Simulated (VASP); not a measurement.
# La2O3 (P1) in VASP: single point with PBEsol

Aim: the single point of La2O3 with PBEsol.

Program: VASP 6.6.1. These are calculated values, not measurements. Logs are shortened: lines on timing, memory, paths and dates and some standing lists are left out, and cuts for length are marked.

## Step 1: The cell of the first run

The typed cell holds 5 atoms: a = 3.931 Å, b = 3.931 Å, c = 6.112 Å, α = 90.00°, β = 90.00°, γ = 120.00°.

## Step 2: Single point, PBEsol (atoms moved at random)

INCAR reads:

```
SYSTEM = La2O3
ALGO     = Normal         ! electronic algorithm
EDIFF    = 1E-6           ! SCF threshold, eV
ENCUT    = 520            ! plane-wave cutoff, eV
GGA      = PS             ! functional
ISIF     = 2              ! what is computed and relaxed
ISMEAR   = -1             ! smearing method
LASPH    = .True.         ! aspherical terms in the spheres
LCHARG   = .True.         ! write CHGCAR
LELF     = .True.         ! ELF
LREAL    = .False.        ! projectors in reciprocal space
LVHAR    = .True.       
LWAVE    = .False.        ! write WAVECAR
NBANDS   = 28             ! bands
NELM     = 60             ! most SCF steps
PREC     = Accurate       ! precision mode
SIGMA    = 0.05           ! smearing width, eV
```

KPOINTS reads:

```
k-points
0
Gamma
  8 8 5
  0 0 0
```

POSCAR reads:

```
La2O3
1.0
    3.9307778780      0.0000000000      0.0000000000
   -1.9653889390      3.4041534990      0.0000000000
    0.0000000000      0.0000000000      6.1119535200
La O
2 3
Direct
    0.3394670000      0.6588080000      0.2459800000
    0.6754630000      0.3387370000      0.7552280000
    0.0055620000      0.0024750000     -0.0033560000
    0.3362110000      0.6643290000      0.6501560000
    0.6719440000      0.3266460000      0.3569860000
```

Potentials or basis: VASP PAW PBE potentials, release 64 (La, O).

Launch:

```
> cat potpaw_PBE.64/La/POTCAR potpaw_PBE.64/O/POTCAR > POTCAR
> mpirun -np 1 vasp_std > vasp.out
```

OUTCAR:

```text
SYSTEM = La2O3
   EDIFF = 1E-6
   ENCUT = 520
   GGA = PS
   ISIF = 2
   ISMEAR = -1
   LASPH = .True.
   LREAL = .False.
   NELM = 60
   PREC = Accurate

 ion  position               nearest neighbor table
   1  0.339  0.659  0.246-   5 2.36   5 2.37   5 2.37   4 2.47   3 2.70   3 2.73   3 2.76
   2  0.675  0.339  0.755-   4 2.34   4 2.35   4 2.38   5 2.43   3 2.70   3 2.71   3 2.72
   3  0.006  0.002  0.997-   2 2.70   1 2.70   2 2.71   2 2.72   1 2.73   1 2.76
   4  0.336  0.664  0.650-   2 2.34   2 2.35   2 2.38   1 2.47
   5  0.672  0.327  0.357-   1 2.36   1 2.37   1 2.37   2 2.43

  LATTYP: Found a hexagonal cell.
 ALAT       =     3.9307778780
 C/A-ratio  =     1.5548966921

  Lattice vectors:

 A1 = (   3.9307778780,   0.0000000000,   0.0000000000)
 A2 = (  -1.9653889390,   3.4041534990,   0.0000000000)
 A3 = (   0.0000000000,   0.0000000000,   6.1119535200)

Analysis of symmetry for initial positions (statically):
=====================================================================
 Subroutine PRICEL returns:
 Original cell was already a primitive cell.

 Routine SETGRP: Setting up the symmetry group for a
 hexagonal supercell.

 Subroutine GETGRP returns: Found  1 space group operations
 (whereof  1 operations were pure point group operations)
 out of a pool of 24 trial point group operations.

The static configuration has the point symmetry C_1 .

Analysis of symmetry for dynamics (positions and initial velocities):
=====================================================================
 Subroutine PRICEL returns:
 Original cell was already a primitive cell.

 Routine SETGRP: Setting up the symmetry group for a
 hexagonal supercell.

 Subroutine GETGRP returns: Found  1 space group operations
 (whereof  1 operations were pure point group operations)
 out of a pool of 24 trial point group operations.

The dynamic configuration has the point symmetry C_1 .

 Subroutine INISYM returns: Found  1 space group operations
 (whereof  1 operations are pure point group operations),
 and found     1 'primitive' translations

----------------------------------------------------------------------------------------

                                     Primitive cell

  volume of cell :      81.7839

  direct lattice vectors                    reciprocal lattice vectors
     3.930777878  0.000000000  0.000000000     0.254402571  0.146879393  0.000000000
[... 93 lines left out ...]
   LREAL  =      F    real-space projection
   EDIFFG = 0.1E-04   stopping-criterion for IOM
   NSW    =      0    number of steps for IOM
   IBRION =     -1    ionic relax: 0-MD 1-quasi-New 2-CG
   NFREE  =      0    steps in history (QN), initial steepest desc. (CG)
   ISIF   =      2    stress and relaxation
   ISYM   =      2    0-nonsym 1-usesym 2-fastsym
   POTIM  = 0.5000    time-step for ionic-motion
   TEBEG  =    0.0;   TEEND  =   0.0 temperature during run
   PSTRESS=    0.0 pullay stress
   NELECT =      40.0000    total number of electrons
   NUPDOWN=      -1.0000    fix difference up-down
   EMIN   =  10.00;   EMAX   =-10.00  energy-range for DOS
   EFERMI =   0.00;   METHOD = LEGACY
   ISMEAR =    -1;   SIGMA  =   0.05  broadening in eV -4-tet -1-fermi 0-gaus
   EFERMI_NEDOS =   21; number of points for ismear=-14 and -15
   IALGO  =     38    algorithm
   IMIX   =      4    mixing-type and parameters
     AMIX     =   0.40;   BMIX     =  1.00
     AMIX_MAG =   1.60;   BMIX_MAG =  1.00
  volume/ion in A,a.u.               =      16.36       110.38
  Fermi-wavevector in a.u.,A,eV,Ry     =   1.289849  2.437462 22.636161  1.663711
  Thomas-Fermi vector in A             =   2.421717
   LORBIT       =      0    0 simple, 1 ext, 2 COOP (PROOUT), +10 PAW based schemes
   GGA     = PS    functional components
   LHFCALC =     F    Hartree Fock is set to
   AEXX    =    0.0000 exact exchange contribution
   IVDW    =     0    specifies the selected vdW correction
   LEPSILON=     F    determine dielectric tensor
   LRPA    =     F    only Hartree local field effects (RPA)
 non-spin polarized calculation
  energy-cutoff  :      520.00
  volume of cell :       81.78
 maximum number of plane-waves:      2249
 NGX is ok and might be reduce to    30
   NGX = 15   NGY = 15   NGZ = 23

 number of electron      39.9999998 magnetization

 Free energy of the ion-electron system (eV)
  ---------------------------------------------------
  ext. energy  EPLUGINS =         0.00000000
  ---------------------------------------------------
  free energy    TOTEN  =       -43.67821359 eV

  energy without entropy =      -43.67821359  energy(sigma->0) =      -43.67821359

 E-fermi :   7.0085     XC(G=0): -10.7232

 val. band max:        5.8013263435   @ k =  -0.2500   0.5000   0.4000
 cond. band min:       9.5983684300   @ k =   0.5000   0.0000   0.0000
 fundamental gap:      3.7970420865
 Fermi energy:         7.0084707261

 k-point     1 :       0.0000    0.0000    0.0000
  band No.  band energies     occupation
      1     -23.9683      2.00000
      2     -23.6634      2.00000
      3     -11.0413      2.00000
      4      -9.7498      2.00000
      5      -9.3543      2.00000
      6      -7.4528      2.00000
[... 733 lines left out ...]
     27      11.2981      0.00000
     28      11.3485      0.00000

 [... further k-points ...]

------------------------ aborting loop because EDIFF is reached ----------------------------------------

  FORCE on cell =-STRESS in cart. coord.  units (eV):
  Direction    XX          YY          ZZ          XY          YZ          ZX
  --------------------------------------------------------------------------------------
  -------------------------------------------------------------------------------------
  Total       -1.5149831     -1.9302699     -1.5872363     -0.0035581     -0.1864113      0.0468798
  in kB      -29.6790974    -37.8147244    -31.0945662     -0.0697036     -3.6518688      0.9183925
  external PRESSURE =     -32.8627960 kB  Pullay stress =       0.0000000 kB

 VOLUME and BASIS-vectors are now :
 -----------------------------------------------------------------------------
  energy-cutoff  :      520.00
  volume of cell :       81.78
      direct lattice vectors                 reciprocal lattice vectors
     3.930777878  0.000000000  0.000000000     0.254402571  0.146879393  0.000000000
    -1.965388939  3.404153499  0.000000000     0.000000000  0.293758786  0.000000000
     0.000000000  0.000000000  6.111953520     0.000000000  0.000000000  0.163613810

 POSITION                                       TOTAL-FORCE (eV/Angst)
 -----------------------------------------------------------------------------------
      0.03956      2.24268      1.50342        -0.050863      0.059644      0.260241
      1.98935      1.15311      4.61592        -0.014142     -0.177021     -0.104208
      0.01700      0.00843      6.09144         0.012451     -0.049203      0.238814
      0.01591      2.26148      3.97372         0.077925      0.095919     -0.208170
      1.99928      1.11195      2.18188        -0.025371      0.070660     -0.186677
 -----------------------------------------------------------------------------------
    total drift:                                0.000214     -0.000091     -0.000180

  FREE ENERGIE OF THE ION-ELECTRON SYSTEM (eV)
  ---------------------------------------------------
  free  energy   TOTEN  =       -43.6782135925 eV

  energy  without entropy=      -43.6782135925  energy(sigma->0) =      -43.67821359
```

OSZICAR:

```text
N       E                     dE             d eps       ncg     rms          rms(c)
DAV:   1     0.473054472453E+03    0.47305E+03   -0.15469E+04  9384   0.218E+03
DAV:   2     0.821843435029E+02   -0.39087E+03   -0.37133E+03 12032   0.356E+02
DAV:   3    -0.341533545558E+02   -0.11634E+03   -0.11174E+03 14832   0.196E+02
DAV:   4    -0.478071257968E+02   -0.13654E+02   -0.13616E+02 15452   0.719E+01
DAV:   5    -0.487388985672E+02   -0.93177E+00   -0.93095E+00 15696   0.205E+01    0.138E+01
DAV:   6    -0.438111629707E+02    0.49277E+01   -0.43429E+01 14608   0.357E+01    0.739E+00
DAV:   7    -0.437297760845E+02    0.81387E-01   -0.48012E+00 17736   0.192E+01    0.340E+00
DAV:   8    -0.436888695894E+02    0.40906E-01   -0.59733E-01 15928   0.591E+00    0.115E+00
DAV:   9    -0.436758303915E+02    0.13039E-01   -0.99759E-02 16288   0.221E+00    0.339E-01
DAV:  10    -0.436774187846E+02   -0.15884E-02   -0.21904E-02 15984   0.963E-01    0.156E-01
DAV:  11    -0.436783129965E+02   -0.89421E-03   -0.67403E-03 17552   0.584E-01    0.128E-01
DAV:  12    -0.436781804173E+02    0.13258E-03   -0.21929E-03 14704   0.259E-01    0.504E-02
DAV:  13    -0.436782147156E+02   -0.34298E-04   -0.89898E-04 16472   0.191E-01    0.230E-02
DAV:  14    -0.436782126242E+02    0.20914E-05   -0.62211E-05 15312   0.674E-02    0.127E-02
DAV:  15    -0.436782133371E+02   -0.71291E-06   -0.20358E-05 17272   0.306E-02    0.514E-03
DAV:  16    -0.436782135925E+02   -0.25537E-06   -0.41150E-06 12408   0.147E-02
   1 F= -.43678214E+02 E0= -.43678214E+02  d E =-.106366E-10
```

stdout:

```text
POSCAR found type information on POSCAR LaO
 POSCAR found :  2 types and       5 ions
 scaLAPACK will be used
 -----------------------------------------------------------------------------
|                                                                             |
|                                                                             |
|     You enforced a specific xc type in the INCAR file but a different       |
|     I HOPE YOU KNOW WHAT YOU ARE DOING!                                     |
|                                                                             |
 -----------------------------------------------------------------------------

 LDA part: xc-table for (Slater+PW92), standard interpolation
 POSCAR, INCAR and KPOINTS ok, starting setup
 FFT: planning ... GRIDC
 FFT: planning ... GRID_SOFT
 FFT: planning ... GRID
 WAVECAR not read
 entering main loop
```

Run time: 16 min. Hardware: 1 thread of AMD EPYC 7R43 (Zen 3), shared host; peak memory 0.41 GiB.

What came out:

```yaml
Free_energy: -43.6782 eV
Pressure: -3.3 GPa
Largest_force: 0.272 eV/Å
Band_gap_on_the_k_mesh: 3.80 eV (least direct gap 3.96 eV)
```

Forces in eV/Å, atoms in the order of the input:
```
La  -0.051  0.060  0.260
La  -0.014 -0.177 -0.104
O    0.012 -0.049  0.239
O    0.078  0.096 -0.208
O   -0.025  0.071 -0.187
```

Caveat: the cell differs from its parent crystal (atoms moved at random); the cell stands under tension; the PAW data sets were made with another functional, which shifts forces and pressure a little; spin-orbit coupling is left out, which moves the levels of the heavy elements. A k mesh can miss the band edges.
